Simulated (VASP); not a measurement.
# Ti5Cl in VASP: a series of runs

The runs below take Ti5Cl through single point, with PBE.

Everything below comes from runs of VASP 6.6.1. Logs are shortened: lines on timing, memory, paths and dates and some standing lists are left out, and cuts for length are marked.

**1. The cell of the first run**

The cell holds a slab with vacuum, 6 atoms: a = 2.938 Å, b = 2.938 Å, c = 24.712 Å, α = 90.00°, β = 90.00°, γ = 120.00°.

**2. Single point, PBE**

Input file INCAR:

```
PREC = Accurate
ENCUT = 520
EDIFF = 1E-6
ISMEAR = 0
SIGMA = 0.1
LREAL = F
LASPH = T
NELM = 80
ALGO = Normal
ISIF = 2
LWAVE = F
LCHARG = T
LDIPOL = T
IDIPOL = 3
DIPOL = 0.5 0.5 0.394
GGA = PE
LELF = T
LVHAR = T
LVACPOTAV = T
NBANDS = 42
```

Input file KPOINTS:

```
regular mesh
0
Gamma
  9 9 1
```

Input file POSCAR:

```
Ti5Cl
1.0
    2.9381632086      0.0000000000      0.0000000000
   -1.4690816043      2.5445239791      0.0000000000
    0.0000000000      0.0000000000     24.7117068140
Ti Cl
5 1
Direct
    0.6666666667      0.3333333333      0.1618666015
    0.3333333333      0.6666666667      0.2559609806
    0.6666666667      0.3333333333      0.3506708119
    0.3333333333      0.6666666667      0.4475655916
    0.6666666667      0.3333333333      0.5346335206
    0.6666666667      0.8333333333      0.6103583453
```

Potentials or basis: VASP PAW PBE potentials, release 64 (Ti_sv, Cl).

The run is started by

```console
> cat potpaw_PBE.64/Ti_sv/POTCAR potpaw_PBE.64/Cl/POTCAR > POTCAR
> mpirun -np 1 vasp_std > vasp.out
```

OUTCAR:

```text
PREC = Accurate
   ENCUT = 520
   EDIFF = 1E-6
   ISMEAR = 0
   LREAL = F
   LASPH = T
   NELM = 80
   ISIF = 2
   GGA = PE

 ion  position               nearest neighbor table
   1  0.667  0.333  0.162-   2 2.88   2 2.88   2 2.88
   2  0.333  0.667  0.256-   1 2.88   1 2.88   1 2.88   3 2.89   3 2.89   3 2.89
   3  0.667  0.333  0.351-   2 2.89   2 2.89   2 2.89
   4  0.333  0.667  0.448-   5 2.74   5 2.74   5 2.74
   5  0.667  0.333  0.535-   6 2.38   6 2.38   4 2.74   4 2.74   4 2.74
   6  0.667  0.833  0.610-   5 2.38   5 2.38

  LATTYP: Found a hexagonal cell.
 ALAT       =     2.9381632086
 C/A-ratio  =     8.4105970498

  Lattice vectors:

 A1 = (   2.9381632086,   0.0000000000,   0.0000000000)
 A2 = (  -1.4690816043,   2.5445239791,   0.0000000000)
 A3 = (   0.0000000000,   0.0000000000,  24.7117068140)

Analysis of symmetry for initial positions (statically):
=====================================================================
 Subroutine PRICEL returns:
 Original cell was already a primitive cell.

 Routine SETGRP: Setting up the symmetry group for a
 hexagonal supercell.

 Subroutine GETGRP returns: Found  2 space group operations
 (whereof  2 operations were pure point group operations)
 out of a pool of 24 trial point group operations.

The static configuration has the point symmetry C_1h.

Analysis of symmetry for dynamics (positions and initial velocities):
=====================================================================
 Subroutine PRICEL returns:
 Original cell was already a primitive cell.

 Routine SETGRP: Setting up the symmetry group for a
 hexagonal supercell.

 Subroutine GETGRP returns: Found  2 space group operations
 (whereof  2 operations were pure point group operations)
 out of a pool of 24 trial point group operations.

The dynamic configuration has the point symmetry C_1h.

 Subroutine INISYM returns: Found  2 space group operations
 (whereof  2 operations are pure point group operations),
 and found     1 'primitive' translations

----------------------------------------------------------------------------------------

                                     Primitive cell

  volume of cell :     184.7503

[... 94 lines left out ...]
   NELM   =     80;   NELMIN=  2; NELMDL= -5     # of ELM steps
   EDIFF  = 0.1E-05   stopping-criterion for ELM
   LREAL  =      F    real-space projection
   EDIFFG = 0.1E-04   stopping-criterion for IOM
   NSW    =      0    number of steps for IOM
   IBRION =     -1    ionic relax: 0-MD 1-quasi-New 2-CG
   NFREE  =      0    steps in history (QN), initial steepest desc. (CG)
   ISIF   =      2    stress and relaxation
   ISYM   =      2    0-nonsym 1-usesym 2-fastsym
   POTIM  = 0.5000    time-step for ionic-motion
   TEBEG  =    0.0;   TEEND  =   0.0 temperature during run
   PSTRESS=    0.0 pullay stress
   NELECT =      67.0000    total number of electrons
   NUPDOWN=      -1.0000    fix difference up-down
   EMIN   =  10.00;   EMAX   =-10.00  energy-range for DOS
   EFERMI =   0.00;   METHOD = LEGACY
   ISMEAR =     0;   SIGMA  =   0.10  broadening in eV -4-tet -1-fermi 0-gaus
   EFERMI_NEDOS =   21; number of points for ismear=-14 and -15
   IALGO  =     38    algorithm
   IMIX   =      4    mixing-type and parameters
     AMIX     =   0.40;   BMIX     =  1.00
     AMIX_MAG =   1.60;   BMIX_MAG =  1.00
  volume/ion in A,a.u.               =      30.79       207.79
  Fermi-wavevector in a.u.,A,eV,Ry     =   1.167449  2.206159 18.543896  1.362938
  Thomas-Fermi vector in A             =   2.303949
   LORBIT       =      0    0 simple, 1 ext, 2 COOP (PROOUT), +10 PAW based schemes
   GGA     = PE    functional components
   LHFCALC =     F    Hartree Fock is set to
   AEXX    =    0.0000 exact exchange contribution
   IVDW    =     0    specifies the selected vdW correction
   LEPSILON=     F    determine dielectric tensor
   LRPA    =     F    only Hartree local field effects (RPA)
 non-spin polarized calculation
 Gauss-broadening in eV      SIGMA  =   0.10
  energy-cutoff  :      520.00
  volume of cell :      184.75
 maximum number of plane-waves:      5059
 NGX is ok and might be reduce to    24
   NGX = 11   NGY = 11   NGZ = 91

 dipolmoment           0.000000      0.000000     -0.000610 electrons x Angstroem

 number of electron      66.9999992 magnetization

 dipolmoment           0.000000      0.000000      0.005140 electrons x Angstroem

 Free energy of the ion-electron system (eV)
  ---------------------------------------------------
  ext. energy  EPLUGINS =         0.00000000
  ---------------------------------------------------
  free energy    TOTEN  =       -41.44626416 eV

  energy without entropy =      -41.40300683  energy(sigma->0) =      -41.42463549

 E-fermi :   2.6220     XC(G=0):  -6.9204

 val. band max:        2.6186818287   @ k =  -0.4444   0.3333   0.0000
 cond. band min:       2.6226762681   @ k =   0.3333   0.1111   0.0000
 fundamental gap:      0.0039944394
 Fermi energy:         2.6220254168

 k-point     1 :       0.0000    0.0000    0.0000
  band No.  band energies     occupation
      1     -54.5731      2.00000
      2     -54.3509      2.00000
      3     -54.1888      2.00000
      4     -54.1412      2.00000
      5     -54.1030      2.00000
      6     -31.0391      2.00000
[... 1069 lines left out ...]
     41       4.1852      0.00000
     42       4.6126      0.00000

 [... further k-points ...]
[... 5 lines left out ...]
  --------------------------------------------------------------------------------------
  -------------------------------------------------------------------------------------
  Total        3.5327643      3.7707585     -0.3608152     -0.2061091      0.1170271      0.2026967
  in kB       30.6365625     32.7004779     -3.1290336     -1.7874031      1.0148735      1.7578104
  external PRESSURE =      20.0693356 kB  Pullay stress =       0.0000000 kB

 VOLUME and BASIS-vectors are now :
 -----------------------------------------------------------------------------
  energy-cutoff  :      520.00
  volume of cell :      184.75
      direct lattice vectors                 reciprocal lattice vectors
     2.938163209  0.000000000  0.000000000     0.340348690  0.196500408  0.000000000
    -1.469081604  2.544523979  0.000000000     0.000000000  0.393000816  0.000000000
     0.000000000  0.000000000 24.711706814     0.000000000  0.000000000  0.040466650

 POSITION                                       TOTAL-FORCE (eV/Angst)
 -----------------------------------------------------------------------------------
      1.46908      0.84817      4.00000         0.000345      0.000199      0.558292
     -0.00000      1.69635      6.32523        -0.004365     -0.002520     -0.558693
      1.46908      0.84817      8.66567         0.001774      0.001024      0.076088
     -0.00000      1.69635     11.06011        -0.002810     -0.001622     -0.595224
      1.46908      0.84817     13.21171        -0.089980     -0.051950      0.495099
      0.73454      2.12044     15.08300         0.095036      0.054869      0.024436
 -----------------------------------------------------------------------------------
    total drift:                                0.000010      0.000006      0.000123

  FREE ENERGIE OF THE ION-ELECTRON SYSTEM (eV)
  ---------------------------------------------------
  free  energy   TOTEN  =       -41.4462641575 eV

  energy  without entropy=      -41.4030068281  energy(sigma->0) =      -41.42463549

 vacuum level on the upper side and lower side of the slab         7.189         7.062
```

OSZICAR:

```text
N       E                     dE             d eps       ncg     rms          rms(c)
DAV:   1     0.894812687880E+03    0.89481E+03   -0.35652E+04  2284   0.171E+03
DAV:   2     0.823805982787E+02   -0.81243E+03   -0.79558E+03  2218   0.538E+02
DAV:   3    -0.273671416291E+02   -0.10975E+03   -0.10614E+03  3552   0.171E+02
[... 25 lines left out ...]
DAV:  29    -0.414462496086E+02   -0.99001E-05   -0.38850E-06  1968   0.137E-02    0.630E-03
DAV:  30    -0.414462580013E+02   -0.83926E-05   -0.33938E-06  2184   0.110E-02    0.319E-03
DAV:  31    -0.414462624887E+02   -0.44874E-05   -0.99914E-07  1400   0.621E-03    0.136E-03
DAV:  32    -0.414462636057E+02   -0.11170E-05   -0.35632E-07  1312   0.356E-03    0.630E-04
DAV:  33    -0.414462641575E+02   -0.55183E-06   -0.15303E-07  1202   0.230E-03
   1 F= -.41446264E+02 E0= -.41424635E+02  d E =-.432573E-01
```

It took 6.1 min on 1 thread of Intel Xeon Platinum 8559C (Emerald Rapids), shared host; peak memory 0.4 GiB.

What came out:

| Quantity | Value |
| --- | --- |
| Free energy | -41.4463 eV |
| Largest force | 0.595 eV/Å |

Forces on the atoms (eV/Å):
```
Ti   0.000  0.000  0.558
Ti  -0.004 -0.003 -0.559
Ti   0.002  0.001  0.076
Ti  -0.003 -0.002 -0.595
Ti  -0.090 -0.052  0.495
Cl   0.095  0.055  0.024
```

Caveat: an odd number of electrons without spin polarisation forces a metal; a magnetic or distorted state may lie lower.

**3. Single point, PBE**

Input file INCAR:

```
PREC = Accurate
ENCUT = 520
EDIFF = 1E-6
ISMEAR = 0
SIGMA = 0.1
LREAL = False
LASPH = True
NELM = 100
ALGO = Normal
ISIF = 2
LWAVE = False
LCHARG = False
LDIPOL = True
IDIPOL = 3
DIPOL = 0.5 0.5 0.395
GGA = PE
NBANDS = 42
```

Input file KPOINTS:

```
Automatic mesh
0
Gamma
  9 9 1
```

Input file POSCAR:

```
Ti5Cl
1.0
    2.9381632086      0.0000000000      0.0000000000
   -1.4690816043      2.5445239791      0.0000000000
    0.0000000000      0.0000000000     24.7117068140
Ti Cl
5 1
Direct
    0.6666666666      0.3333333333      0.1618666015
    0.3333333334      0.6666666667      0.2559609806
    0.6666666666      0.3333333333      0.3506708119
    0.3333333334      0.6666666667      0.4475655916
    0.6666666666      0.3333333333      0.5346335206
    0.8333333333      0.6666666667      0.6171997228
```

Potentials or basis: VASP PAW PBE potentials, release 64 (Ti_sv, Cl).

The run is started by

```console
> cat potpaw_PBE.64/Ti_sv/POTCAR potpaw_PBE.64/Cl/POTCAR > POTCAR
> mpirun -np 1 vasp_std > vasp.out
```

It took 5.9 min on 1 thread of Intel Xeon Platinum 8559C (Emerald Rapids), shared host; peak memory 0.4 GiB.

It converged, with:

```
Free energy   : -41.0363 eV
Largest force : 1.091 eV/Å
```

Forces on the atoms (eV/Å):
```
Ti   0.000 -0.001  0.550
Ti   0.000  0.002 -0.538
Ti   0.000 -0.010  0.081
Ti   0.000 -0.010 -0.671
Ti   0.000 -0.927  0.576
Cl   0.000  0.946  0.001
```

Levels at points of the mesh, in eV from the Fermi level:
```tsv
k point	band 30	band 31	band 32	band 33	band 34	band 35	band 36	band 37	band 38	band 39
(0.00, 0.00, 0.00)	-0.14	0.13	0.37	0.42	0.52	0.59	0.64	0.65	0.73	0.74
```

Caveat: an odd number of electrons without spin polarisation forces a metal; a magnetic or distorted state may lie lower.

**4. Single point, PBE**

Input file INCAR:

```
SYSTEM = Ti5Cl
PREC = Accurate
ENCUT = 520
EDIFF = 1E-6
ISMEAR = 0
SIGMA = 0.1
LREAL = .FALSE.
LASPH = .TRUE.
NELM = 100
ALGO = Normal
ISIF = 2
LWAVE = .FALSE.
LCHARG = .FALSE.
LDIPOL = .TRUE.
IDIPOL = 3
DIPOL = 0.5 0.5 0.395
GGA = PE
NBANDS = 42
```

Input file KPOINTS:

```
regular mesh
0
G
  9 9 1
  0 0 0
```

Input file POSCAR:

```
Ti5Cl
1.0
    2.9381632086      0.0000000000      0.0000000000
   -1.4690816043      2.5445239791      0.0000000000
    0.0000000000      0.0000000000     24.7117068140
Ti Cl
5 1
Direct
    0.6666666667      0.3333333333      0.1618666015
    0.3333333333      0.6666666666      0.2559609806
    0.6666666667      0.3333333333      0.3506708119
    0.3333333333      0.6666666666      0.4475655916
    0.6666666667      0.3333333333      0.5346335206
    1.0000000000      0.5000000000      0.6174457447
```

Potentials or basis: VASP PAW PBE potentials, release 64 (Ti_sv, Cl).

The run is started by

```console
> cat potpaw_PBE.64/Ti_sv/POTCAR potpaw_PBE.64/Cl/POTCAR > POTCAR
> mpirun -np 1 vasp_std > vasp.out
```

OUTCAR:

```text
SYSTEM = Ti5Cl
   PREC = Accurate
   ENCUT = 520
   EDIFF = 1E-6
   ISMEAR = 0
   LREAL = .FALSE.
   LASPH = .TRUE.
   NELM = 100
   ISIF = 2
   GGA = PE

 ion  position               nearest neighbor table
   1  0.667  0.333  0.162-   2 2.88   2 2.88   2 2.88
   2  0.333  0.667  0.256-   1 2.88   1 2.88   1 2.88   3 2.89   3 2.89   3 2.89
   3  0.667  0.333  0.351-   2 2.89   2 2.89   2 2.89
   4  0.333  0.667  0.448-   5 2.74   5 2.74   5 2.74
   5  0.667  0.333  0.535-   6 2.22   4 2.74   4 2.74   4 2.74
   6  0.000  0.500  0.617-   5 2.22

  LATTYP: Found a hexagonal cell.
 ALAT       =     2.9381632086
 C/A-ratio  =     8.4105970498

  Lattice vectors:

 A1 = (   2.9381632086,   0.0000000000,   0.0000000000)
 A2 = (  -1.4690816043,   2.5445239791,   0.0000000000)
 A3 = (   0.0000000000,   0.0000000000,  24.7117068140)

Analysis of symmetry for initial positions (statically):
=====================================================================
 Subroutine PRICEL returns:
 Original cell was already a primitive cell.

 Routine SETGRP: Setting up the symmetry group for a
 hexagonal supercell.

 Subroutine GETGRP returns: Found  2 space group operations
 (whereof  2 operations were pure point group operations)
 out of a pool of 24 trial point group operations.

The static configuration has the point symmetry C_1h.

Analysis of symmetry for dynamics (positions and initial velocities):
=====================================================================
 Subroutine PRICEL returns:
 Original cell was already a primitive cell.

 Routine SETGRP: Setting up the symmetry group for a
 hexagonal supercell.

 Subroutine GETGRP returns: Found  2 space group operations
 (whereof  2 operations were pure point group operations)
 out of a pool of 24 trial point group operations.

The dynamic configuration has the point symmetry C_1h.

 Subroutine INISYM returns: Found  2 space group operations
 (whereof  2 operations are pure point group operations),
 and found     1 'primitive' translations

[... 133 lines left out ...]
 Gauss-broadening in eV      SIGMA  =   0.10
  energy-cutoff  :      520.00
  volume of cell :      184.75
 maximum number of plane-waves:      5059
 NGX is ok and might be reduce to    24
   NGX = 11   NGY = 11   NGZ = 91

 dipolmoment           0.000000      0.000000     -0.005119 electrons x Angstroem

 number of electron      66.9999993 magnetization

 dipolmoment           0.000000      0.000000      0.018140 electrons x Angstroem

 Free energy of the ion-electron system (eV)
  ---------------------------------------------------
  ext. energy  EPLUGINS =         0.00000000
  ---------------------------------------------------
  free energy    TOTEN  =       -40.99616794 eV

  energy without entropy =      -40.95059032  energy(sigma->0) =      -40.97337913

 E-fermi :   2.5309     XC(G=0):  -6.9611

 val. band max:        2.5266624350   @ k =   0.3333   0.1111   0.0000
 cond. band min:       2.5401644411   @ k =   0.0000   0.3333   0.0000
 fundamental gap:      0.0135020061
 Fermi energy:         2.5308632237

 k-point     1 :       0.0000    0.0000    0.0000
  band No.  band energies     occupation
      1     -54.6798      2.00000
      2     -54.4436      2.00000
      3     -54.2851      2.00000
      4     -54.2328      2.00000
      5     -54.1988      2.00000
      6     -31.1849      2.00000
[... 1069 lines left out ...]
     41       3.8413      0.00000
     42       4.1378      0.00000

 [... further k-points ...]

------------------------ aborting loop because EDIFF is reached ----------------------------------------

 vacuum level on the upper side and lower side of the slab       (xc-potential included)        -0.035        -0.492

  FORCE on cell =-STRESS in cart. coord.  units (eV):
  Direction    XX          YY          ZZ          XY          YZ          ZX
  --------------------------------------------------------------------------------------
  -------------------------------------------------------------------------------------
  Total        3.5039171      3.5227663     -0.2333864     -0.0163238      0.7951610      1.3772595
  in kB       30.3863966     30.5498585     -2.0239549     -0.1415621      6.8957329     11.9437624
  external PRESSURE =      19.6374334 kB  Pullay stress =       0.0000000 kB

 VOLUME and BASIS-vectors are now :
 -----------------------------------------------------------------------------
  energy-cutoff  :      520.00
  volume of cell :      184.75
      direct lattice vectors                 reciprocal lattice vectors
     2.938163209  0.000000000  0.000000000     0.340348690  0.196500408  0.000000000
    -1.469081604  2.544523979  0.000000000     0.000000000  0.393000816  0.000000000
     0.000000000  0.000000000 24.711706814     0.000000000  0.000000000  0.040466650

 POSITION                                       TOTAL-FORCE (eV/Angst)
 -----------------------------------------------------------------------------------
      1.46908      0.84817      4.00000         0.000978      0.000564      0.545068
     -0.00000      1.69635      6.32523         0.000501      0.000289     -0.527712
      1.46908      0.84817      8.66567         0.002122      0.001225      0.068233
     -0.00000      1.69635     11.06011         0.049120      0.028359     -0.694618
      1.46908      0.84817     13.21171        -0.788139     -0.455032      0.599210
     -0.73454      1.27226     15.25814         0.735419      0.424594      0.009819
 -----------------------------------------------------------------------------------
    total drift:                                0.000018      0.000012      0.001120

  FREE ENERGIE OF THE ION-ELECTRON SYSTEM (eV)
  ---------------------------------------------------
  free  energy   TOTEN  =       -40.9961679400 eV

  energy  without entropy=      -40.9505903178  energy(sigma->0) =      -40.97337913

 vacuum level on the upper side and lower side of the slab         7.175         6.693
```

stdout:

```text
POSCAR found type information on POSCAR TiCl
 POSCAR found :  2 types and       6 ions
 scaLAPACK will be used
 LDA part: xc-table for (Slater+PW92), standard interpolation
 POSCAR, INCAR and KPOINTS ok, starting setup
 FFT: planning ... GRIDC
 FFT: planning ... GRID_SOFT
 FFT: planning ... GRID
 WAVECAR not read
 entering main loop
```

Wall time 5.8 min (1 thread of Intel Xeon Platinum 8559C (Emerald Rapids), shared host); peak memory 0.4 GiB.

What came out:

| Item | Value |
| --- | --- |
| Free energy | -40.9962 eV |
| Largest force | 1.090 eV/Å |

Forces on the atoms (eV/Å):
```
Ti   0.001  0.001  0.545
Ti   0.001  0.000 -0.528
Ti   0.002  0.001  0.068
Ti   0.049  0.028 -0.695
Ti  -0.788 -0.455  0.599
Cl   0.735  0.425  0.010
```

Caveat: an odd number of electrons without spin polarisation forces a metal; a magnetic or distorted state may lie lower.
